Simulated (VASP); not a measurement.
# Ca3AsP (Pm-3m) in VASP: a series of runs

Ca3AsP is run at these levels: BLYP, PBE, LDA; tasks: relaxation of cell and atoms, single point.

All numbers are computed with VASP 6.6.1; they aren't measurements. Logs are shortened: lines on timing, memory, paths and dates and some standing lists are left out, and cuts for length are marked.

**1. The cell of the first run**

The structure is cubic, space group Pm-3m (No. 221). The conventional cell has a = 5.334 Å, b = 5.334 Å, c = 5.334 Å, α = 90.00°, β = 90.00°, γ = 90.00°. Within 5.0 Å of As (site symmetry m-3m) lie 12 Ca at 3.77 Å and 8 P at 4.62 Å. Within 3.5 Å of Ca (site symmetry 4/mmm) lie 2 P at 2.67 Å. P (site symmetry m-3m) has 6 Ca at 2.67 Å within 3.5 Å.

**2. Relaxation of cell and atoms, BLYP**

INCAR

```
SYSTEM = Ca3AsP
AGGAC    = 1.0          
AGGAX    = 1.0          
ALDAC    = 0.0          
ALDAX    = 1.0          
ALGO     = Normal         ! electronic algorithm
EDIFF    = 1E-6           ! SCF threshold, eV
EDIFFG   = -0.01          ! ionic threshold
ENCUT    = 600            ! plane-wave cutoff, eV
GGA      = B5             ! functional
IBRION   = 2              ! ionic algorithm
ISIF     = 3              ! what is computed and relaxed
ISMEAR   = -1             ! smearing method
LASPH    = .TRUE.         ! aspherical terms in the spheres
LCHARG   = .FALSE.        ! write CHGCAR
LREAL    = .FALSE.        ! projectors in reciprocal space
LWAVE    = .FALSE.        ! write WAVECAR
NELM     = 80             ! most SCF steps
NSW      = 60             ! ionic steps
PREC     = Accurate       ! precision mode
SIGMA    = 0.05           ! smearing width, eV
```

KPOINTS

```
k-points
0
G
  5 5 5
  0 0 0
```

POSCAR

```
Ca3AsP
1.0
    5.3338990000      0.0000000000      0.0000000000
    0.0000000000      5.3338990000      0.0000000000
    0.0000000000      0.0000000000      5.3338990000
As Ca P
1 3 1
Direct
    0.0000000000      0.0000000000      0.0000000000
    0.5000000000      0.5000000000      0.0000000000
    0.5000000000      0.0000000000      0.5000000000
    0.0000000000      0.5000000000      0.5000000000
    0.5000000000      0.5000000000      0.5000000000
```

Potentials or basis: VASP PAW PBE potentials, release 64 (As, Ca_sv, P).

Started as:

```bash
> cat potpaw_PBE.64/As/POTCAR potpaw_PBE.64/Ca_sv/POTCAR potpaw_PBE.64/P/POTCAR > POTCAR
> mpirun -np 1 vasp_std > vasp.out
```

OUTCAR:

```text
SYSTEM = Ca3AsP
   EDIFF = 1E-6
   EDIFFG = -0.01
   ENCUT = 600
   GGA = B5
   IBRION = 2
   ISIF = 3
   ISMEAR = -1
   LASPH = .TRUE.
   LREAL = .FALSE.
   NELM = 80
   NSW = 60
   PREC = Accurate

 ion  position               nearest neighbor table
   1  0.000  0.000  0.000-
   2  0.500  0.500  0.000-   5 2.67   5 2.67
   3  0.500  0.000  0.500-   5 2.67   5 2.67
   4  0.000  0.500  0.500-   5 2.67   5 2.67
   5  0.500  0.500  0.500-   2 2.67   3 2.67   4 2.67   2 2.67   3 2.67   4 2.67

  LATTYP: Found a simple cubic cell.
 ALAT       =     5.3338990000

  Lattice vectors:

 A1 = (   5.3338990000,   0.0000000000,   0.0000000000)
 A2 = (   0.0000000000,   5.3338990000,   0.0000000000)
 A3 = (   0.0000000000,   0.0000000000,   5.3338990000)

Analysis of symmetry for initial positions (statically):
=====================================================================
 Subroutine PRICEL returns:
 Original cell was already a primitive cell.

 Routine SETGRP: Setting up the symmetry group for a
 simple cubic supercell.

 Subroutine GETGRP returns: Found 48 space group operations
 (whereof 48 operations were pure point group operations)
 out of a pool of 48 trial point group operations.

The static configuration has the point symmetry O_h .

Analysis of symmetry for dynamics (positions and initial velocities):
=====================================================================
 Subroutine PRICEL returns:
 Original cell was already a primitive cell.

 Routine SETGRP: Setting up the symmetry group for a
 simple cubic supercell.

 Subroutine GETGRP returns: Found 48 space group operations
 (whereof 48 operations were pure point group operations)
 out of a pool of 48 trial point group operations.

The dynamic configuration has the point symmetry O_h .

 Subroutine INISYM returns: Found 48 space group operations
 (whereof 48 operations are pure point group operations),
 and found     1 'primitive' translations

----------------------------------------------------------------------------------------

                                     Primitive cell

  volume of cell :     151.7520

  direct lattice vectors                    reciprocal lattice vectors
     5.333899000  0.000000000  0.000000000     0.187480115  0.000000000  0.000000000
     0.000000000  5.333899000  0.000000000     0.000000000  0.187480115  0.000000000
     0.000000000  0.000000000  5.333899000     0.000000000  0.000000000  0.187480115

  length of vectors
     5.333899000  5.333899000  5.333899000     0.187480115  0.187480115  0.187480115

  position of ions in fractional coordinates (direct lattice)
     0.000000000  0.000000000  0.000000000
     0.500000000  0.500000000  0.000000000
     0.500000000  0.000000000  0.500000000
     0.000000000  0.500000000  0.500000000
     0.500000000  0.500000000  0.500000000

  ion indices of the primitive-cell ions
   primitive index   ion index
                 1           1
                 2           2
                 3           3
                 4           4
                 5           5

----------------------------------------------------------------------------------------

 KPOINTS: k-points

Automatic generation of k-mesh.
 Grid dimensions read from file:
 generate k-points for:    5    5    5

 Generating k-lattice:

  Cartesian coordinates                     Fractional coordinates (reciprocal lattice)
     0.037496023  0.000000000  0.000000000     0.200000000  0.000000000  0.000000000
     0.000000000  0.037496023  0.000000000     0.000000000  0.200000000  0.000000000
     0.000000000  0.000000000  0.037496023     0.000000000  0.000000000  0.200000000

  Length of vectors
     0.037496023  0.037496023  0.037496023

  Shift w.r.t. Gamma in fractional coordinates (k-lattice)
     0.000000000  0.000000000  0.000000000

 Subroutine IBZKPT returns following result:
 ===========================================

 Found     10 irreducible k-points:

 Following reciprocal coordinates:
            Coordinates               Weight
  0.000000  0.000000  0.000000      1.000000
  0.200000  0.000000  0.000000      6.000000
  0.400000  0.000000  0.000000      6.000000
  0.200000  0.200000  0.000000     12.000000
  0.400000  0.200000  0.000000     24.000000
  0.400000  0.400000  0.000000     12.000000
  0.200000  0.200000  0.200000      8.000000
  0.400000  0.200000  0.200000     24.000000
  0.400000  0.400000  0.200000     24.000000
  0.400000  0.400000  0.400000      8.000000
   k-points           NKPTS =     10   k-points in BZ     NKDIM =     10   number of bands    NBANDS=     24
   number of dos      NEDOS =    301   number of ions     NIONS =      5
   total plane-waves  NPLWV = 110592
   dimension x,y,z NGX =    48 NGY =   48 NGZ =   48
   dimension x,y,z NGXF=    96 NGYF=   96 NGZF=   96
   ions per type =               1   3   1
   NGX,Y,Z   is equivalent  to a cutoff of  14.96, 14.96, 14.96 a.u.
   NGXF,Y,Z  is equivalent  to a cutoff of  29.92, 29.92, 29.92 a.u.
 SYSTEM =  Ca3AsP
   PREC   = accura    normal or accurate (medium, high low for compatibility)
   ISTART =      0    job   : 0-new  1-cont  2-samecut
   ICHARG =      2    charge: 1-file 2-atom 10-const
   ISPIN  =      1    spin polarized calculation?
   LNONCOLLINEAR =      F non collinear calculations
   LSORBIT =      F    spin-orbit coupling
   LASPH  =      T    aspherical Exc in radial PAW
   ENCUT  =  600.0 eV  44.10 Ry    6.64 a.u.  10.65 10.65 10.65*2*pi/ulx,y,z
   NELM   =     80;   NELMIN=  2; NELMDL= -5     # of ELM steps
   EDIFF  = 0.1E-05   stopping-criterion for ELM
   LREAL  =      F    real-space projection
   EDIFFG = -.1E-01   stopping-criterion for IOM
   NSW    =     60    number of steps for IOM
   IBRION =      2    ionic relax: 0-MD 1-quasi-New 2-CG
   NFREE  =      1    steps in history (QN), initial steepest desc. (CG)
   ISIF   =      3    stress and relaxation
   ISYM   =      2    0-nonsym 1-usesym 2-fastsym
   POTIM  = 0.5000    time-step for ionic-motion
   TEBEG  =    0.0;   TEEND  =   0.0 temperature during run
   PSTRESS=    0.0 pullay stress
   NELECT =      40.0000    total number of electrons
   NUPDOWN=      -1.0000    fix difference up-down
   EMIN   =  10.00;   EMAX   =-10.00  energy-range for DOS
   EFERMI =   0.00;   METHOD = LEGACY
   ISMEAR =    -1;   SIGMA  =   0.05  broadening in eV -4-tet -1-fermi 0-gaus
   EFERMI_NEDOS =   21; number of points for ismear=-14 and -15
   IALGO  =     38    algorithm
   IMIX   =      4    mixing-type and parameters
     AMIX     =   0.40;   BMIX     =  1.00
     AMIX_MAG =   1.60;   BMIX_MAG =  1.00
  volume/ion in A,a.u.               =      30.35       204.81
  Fermi-wavevector in a.u.,A,eV,Ry     =   1.049663  1.983576 14.990806  1.101793
  Thomas-Fermi vector in A             =   2.184635
   LORBIT       =      0    0 simple, 1 ext, 2 COOP (PROOUT), +10 PAW based schemes
   GGA     = B5    functional components
   LHFCALC =     F    Hartree Fock is set to
   AEXX    =    0.0000 exact exchange contribution
   IVDW    =     0    specifies the selected vdW correction
   LEPSILON=     F    determine dielectric tensor
   LRPA    =     F    only Hartree local field effects (RPA)
 conjugate gradient relaxation of ions
 non-spin polarized calculation
  energy-cutoff  :      600.00
  volume of cell :      151.75
 maximum number of plane-waves:      5086
 NGX is ok and might be reduce to    48
   NGX = 21   NGY = 21   NGZ = 21

--------------------------------------- Ionic step        1  -------------------------------------------

 number of electron      40.0000002 magnetization

 Free energy of the ion-electron system (eV)
  ---------------------------------------------------
  ext. energy  EPLUGINS =         0.00000000
  ---------------------------------------------------
  free energy    TOTEN  =       -17.44731897 eV

  energy without entropy =      -17.44682430  energy(sigma->0) =      -17.44707164

------------------------ aborting loop because EDIFF is reached ----------------------------------------

  FORCE on cell =-STRESS in cart. coord.  units (eV):
  Direction    XX          YY          ZZ          XY          YZ          ZX
  --------------------------------------------------------------------------------------
  -------------------------------------------------------------------------------------
  Total        1.2294505      1.2294505      1.2294505     -0.0000000      0.0000000     -0.0000000
  in kB       12.9803754     12.9803754     12.9803754     -0.0000000      0.0000000     -0.0000000
  external PRESSURE =      12.9803754 kB  Pullay stress =       0.0000000 kB

 VOLUME and BASIS-vectors are now :
 -----------------------------------------------------------------------------
  energy-cutoff  :      600.00
  volume of cell :      151.75
      direct lattice vectors                 reciprocal lattice vectors
     5.333899000  0.000000000  0.000000000     0.187480115  0.000000000  0.000000000
     0.000000000  5.333899000  0.000000000     0.000000000  0.187480115  0.000000000
     0.000000000  0.000000000  5.333899000     0.000000000  0.000000000  0.187480115
[... 40 lines left out ...]
 POSITION                                       TOTAL-FORCE (eV/Angst)
 -----------------------------------------------------------------------------------
      0.00000      0.00000      0.00000         0.000000     -0.000000      0.000000
      2.69859      2.69859     -0.00000        -0.000000     -0.000000      0.000000
      2.69859      0.00000      2.69859         0.000000      0.000000      0.000000
     -0.00000      2.69859      2.69859         0.000000      0.000000      0.000000
      2.69859      2.69859      2.69859        -0.000000     -0.000000      0.000000
 -----------------------------------------------------------------------------------
    total drift:                                0.000000      0.000000     -0.000000

  FREE ENERGIE OF THE ION-ELECTRON SYSTEM (eV)
  ---------------------------------------------------
  free  energy   TOTEN  =       -17.4676373241 eV

  energy  without entropy=      -17.4667907437  energy(sigma->0) =      -17.46721403

--------------------------------------- Ionic step        3  -------------------------------------------

 number of electron      39.9999996 magnetization

 Free energy of the ion-electron system (eV)
  ---------------------------------------------------
  ext. energy  EPLUGINS =         0.00000000
  ---------------------------------------------------
  free energy    TOTEN  =       -17.46770227 eV

  energy without entropy =      -17.46688644  energy(sigma->0) =      -17.46729436

 E-fermi :   3.0256     XC(G=0):  -7.7997

 val. band max:        2.8778686588   @ k =   0.0000   0.0000   0.0000
 cond. band min:       3.1127105166   @ k =   0.0000   0.0000   0.0000
 fundamental gap:      0.2348418577
 Fermi energy:         3.0256379420

 k-point     1 :       0.0000    0.0000    0.0000
  band No.  band energies     occupation
      1     -38.4374      2.00000
      2     -38.4161      2.00000
      3     -38.4161      2.00000
      4     -19.6360      2.00000
      5     -19.6360      2.00000
      6     -19.6360      2.00000
[... 16 lines left out ...]
     23       3.8650      0.00000
     24       3.9624      0.00000
[... 263 lines left out ...]
 POSITION                                       TOTAL-FORCE (eV/Angst)
 -----------------------------------------------------------------------------------
      0.00000      0.00000      0.00000         0.000000     -0.000000      0.000000
      2.69653      2.69653     -0.00000        -0.000000     -0.000000      0.000000
      2.69653      0.00000      2.69653         0.000000      0.000000      0.000000
     -0.00000      2.69653      2.69653         0.000000      0.000000      0.000000
      2.69653      2.69653      2.69653        -0.000000     -0.000000      0.000000
 -----------------------------------------------------------------------------------
    total drift:                                0.000000      0.000000     -0.000000

  FREE ENERGIE OF THE ION-ELECTRON SYSTEM (eV)
  ---------------------------------------------------
  free  energy   TOTEN  =       -17.4677022693 eV

  energy  without entropy=      -17.4668864407  energy(sigma->0) =      -17.46729436

 reached required accuracy - stopping structural energy minimisation
```

Wall time 2 min (1 thread of Intel Xeon 6975P-C (Granite Rapids), shared host); peak memory 0.35 GiB.

What came out:

```yaml
Free_energy: -17.4677 eV
Relaxed_volume: 31.37 Å³/atom
Relaxed_cell: a = 5.393 Å, b = 5.393 Å, c = 5.393 Å, α = 90.00°, β = 90.00°, γ = 90.00°
Space_group_after_relaxing_to_0.05_Å: Pm-3m (No. 221)
Energy_gained_by_relaxing: 4.1 meV/atom
Ionic_steps: 3
Pressure_after_relaxing: 0.0 GPa
Band_gap_on_the_k_mesh: 0.23 eV, direct
```

The path:
| step | energy change (eV) | largest force (eV/Å) | pressure (GPa) | volume (Å³) |
| --- | --- | --- | --- | --- |
| 1 | 0.0000 | 0.0000 | 1.30 | 151.75 |
| 2 | -0.0203 | 0.0000 | -0.09 | 157.22 |
| 3 | -0.0204 | 0.0000 | 0.01 | 156.86 |

Final structure:
```
As Ca P
1.0
     5.39305    0.00000    0.00000
     0.00000    5.39305    0.00000
     0.00000    0.00000    5.39305
As Ca P
1 3 1
Direct
  0.00000 0.00000 0.00000
  0.50000 0.50000 0.00000
  0.50000 0.00000 0.50000
  0.00000 0.50000 0.50000
  0.50000 0.50000 0.50000
```

Caveat: the PAW data sets were made with another functional, which shifts forces and pressure a little.

**3. Single point, PBE**

INCAR

```
SYSTEM = Ca3AsP
ALGO = Normal
EDIFF = 1E-7
ENCUT = 520
GGA = PE
ISIF = 2
ISMEAR = 1
LASPH = .True.
LCHARG = .False.
LREAL = .False.
LWAVE = .False.
NBANDS = 28
NELM = 100
PREC = Accurate
SIGMA = 0.05
```

KPOINTS

```
k-points
0
Gamma
  5 5 5
  0 0 0
```

POSCAR is that of step 2.

Potentials or basis: VASP PAW PBE potentials, release 64 (As, Ca_sv, P).

Started as:

```bash
> cat potpaw_PBE.64/As/POTCAR potpaw_PBE.64/Ca_sv/POTCAR potpaw_PBE.64/P/POTCAR > POTCAR
> mpirun -np 1 vasp_std > vasp.out
```

Run time: 23 s. Hardware: 1 thread of Intel Xeon 6975P-C (Granite Rapids), shared host; peak memory 0.25 GiB.

The run converged. Its results:

```yaml
Free_energy: -20.1635 eV
Pressure: 0.0 GPa
Band_gap_on_the_k_mesh: 0.18 eV, direct
```

Levels at points of the mesh, in eV from the valence-band top:
```tsv
k point	band 16	band 17	band 18	band 19	band 20	band 21	band 22	band 23	band 24	band 25
(0.00, 0.00, 0.00)	-1.71	-1.71	0.00	0.00	0.00	0.18	0.90	0.90	1.10	1.10
```

**4. Single point, PBE**

INCAR

```
PREC = Accurate
ENCUT = 520
EDIFF = 1E-6
ISMEAR = 1
SIGMA = 0.05
LREAL = False
LASPH = True
NELM = 100
ALGO = Normal
ISIF = 2
LWAVE = False
LCHARG = False
GGA = PE
NBANDS = 28
```

KPOINTS

```
regular mesh
0
Gamma
  6 6 6
```

POSCAR is that of step 3.

Started as:

```bash
> cat potpaw_PBE.64/As/POTCAR potpaw_PBE.64/Ca_sv/POTCAR potpaw_PBE.64/P/POTCAR > POTCAR
> mpirun -np 1 vasp_std > vasp.out
```

Wall time 35 s (1 thread of Intel Xeon 6975P-C (Granite Rapids), shared host); peak memory 0.27 GiB.

The run converged. Its results:

```yaml
Free_energy: -20.1662 eV
Pressure: 0.0 GPa
Band_gap_on_the_k_mesh: 0.18 eV, direct
```

Levels at points of the mesh, in eV from the valence-band top:
```
           k point  band 17  band 18  band 19  band 20  band 21  band 22  band 23  band 24
(0.00, 0.00, 0.00)    -1.71     0.00     0.00     0.00     0.18     0.90     0.90     1.10
(0.50, 0.00, 0.00)    -1.68    -1.68    -0.81    -0.81     1.37     1.49     1.78     2.64
(0.50, 0.50, 0.00)    -1.87    -1.13    -1.13    -0.77     1.90     1.90     1.93     2.14
(0.50, 0.50, 0.50)    -3.18    -1.39    -1.39    -1.39     2.18     2.18     2.18     2.46
```

**5. Single point, PBE**

INCAR

```
SYSTEM = Ca3AsP
PREC = Accurate
ENCUT = 520
EDIFF = 1E-6
ISMEAR = 1
SIGMA = 0.05
LREAL = .FALSE.
LASPH = .TRUE.
NELM = 100
ALGO = Normal
ISIF = 2
LWAVE = .FALSE.
LCHARG = .FALSE.
GGA = PE
NBANDS = 28
```

KPOINTS

```
regular mesh
0
G
  7 7 7
  0 0 0
```

POSCAR is that of step 4.

Started as:

```bash
> cat potpaw_PBE.64/As/POTCAR potpaw_PBE.64/Ca_sv/POTCAR potpaw_PBE.64/P/POTCAR > POTCAR
> mpirun -np 1 vasp_std > vasp.out
```

Wall time 36 s (1 thread of Intel Xeon 6975P-C (Granite Rapids), shared host); peak memory 0.28 GiB.

It converged, with:

```yaml
Free_energy: -20.1671 eV
Pressure: 0.0 GPa
Band_gap_on_the_k_mesh: 0.18 eV, direct
```

Levels at points of the mesh, in eV from the valence-band top:
| k point | band 17 | band 18 | band 19 | band 20 | band 21 | band 22 | band 23 | band 24 |
| --- | --- | --- | --- | --- | --- | --- | --- | --- |
| (0.00, 0.00, 0.00) | -1.71 | 0.00 | 0.00 | 0.00 | 0.18 | 0.90 | 0.90 | 1.10 |

**6. Single point, LDA**

This run uses another cell than the first one, of 28.17 Å³/atom, 0.928 times its volume.

INCAR

```
  ALGO = Normal
  EDIFF = 1E-6
  ENCUT = 520
  ISIF = 2
  ISMEAR = -1
  LASPH = T
  LCHARG = F
  LREAL = F
  LWAVE = F
  NBANDS = 28
  NELM = 100
  PREC = Accurate
  SIGMA = 0.05
```

KPOINTS

```
k-points
0
Gamma
  5 5 5
```

Changes to POSCAR since step 5:

```diff
@@ -2,5 +2,5 @@
 1.0
-    5.3338990000      0.0000000000      0.0000000000
-    0.0000000000      5.3338990000      0.0000000000
-    0.0000000000      0.0000000000      5.3338990000
+    5.2031092503      0.0000000000      0.0000000000
+    0.0000000000      5.2031092503      0.0000000000
+    0.0000000000      0.0000000000      5.2031092503
 As Ca P
```

Potentials or basis: VASP PAW LDA potentials, release 64 (As, Ca_sv, P).

Started as:

```bash
> cat potpaw_LDA.64/As/POTCAR potpaw_LDA.64/Ca_sv/POTCAR potpaw_LDA.64/P/POTCAR > POTCAR
> mpirun -np 1 vasp_std > vasp.out
```

Run time: 16 s. Hardware: 1 thread of Intel Xeon 6975P-C (Granite Rapids), shared host; peak memory 0.21 GiB.

The run converged. Its results:

* Free energy: -22.4481 eV
* Pressure: 0.2 GPa
* Band gap on the k mesh: 0.21 eV, direct

Levels at points of the mesh, in eV from the valence-band top:
```
           k point  band 18  band 19  band 20  band 21  band 22  band 23
(0.00, 0.00, 0.00)     0.00     0.00     0.00     0.21     0.74     0.74
```

**7. Summary**

```tsv
task	level	potentials or basis	cell	k mesh	cutoff (eV)	smearing	gap on the mesh (eV)	pressure (GPa)
relaxation of cell and atoms	BLYP	VASP PAW PBE potentials, release 64 (As, Ca_sv, P)	relaxed from a = 5.334 Å, 5 atoms	5 × 5 × 5	600	fermi-dirac 0.05 eV	0.23	0.0
single point	PBE	VASP PAW PBE potentials, release 64 (As, Ca_sv, P)	a = 5.334 Å, 5 atoms	5 × 5 × 5	520	methfessel-paxton 0.05 eV	0.18	0.0
single point	PBE	VASP PAW PBE potentials, release 64 (As, Ca_sv, P)	a = 5.334 Å, 5 atoms	6 × 6 × 6	520	methfessel-paxton 0.05 eV	0.18	0.0
single point	PBE	VASP PAW PBE potentials, release 64 (As, Ca_sv, P)	a = 5.334 Å, 5 atoms	7 × 7 × 7	520	methfessel-paxton 0.05 eV	0.18	0.0
single point	LDA	VASP PAW LDA potentials, release 64 (As, Ca_sv, P)	a = 5.203 Å, 5 atoms	5 × 5 × 5	520	fermi-dirac 0.05 eV	0.21	0.2
```

Alike in all rows: no spin polarisation.

Caveats: the PAW data sets were made with another functional, which shifts forces and pressure a little (some runs).

Absolute energies hang on the potentials; compare differences alone.
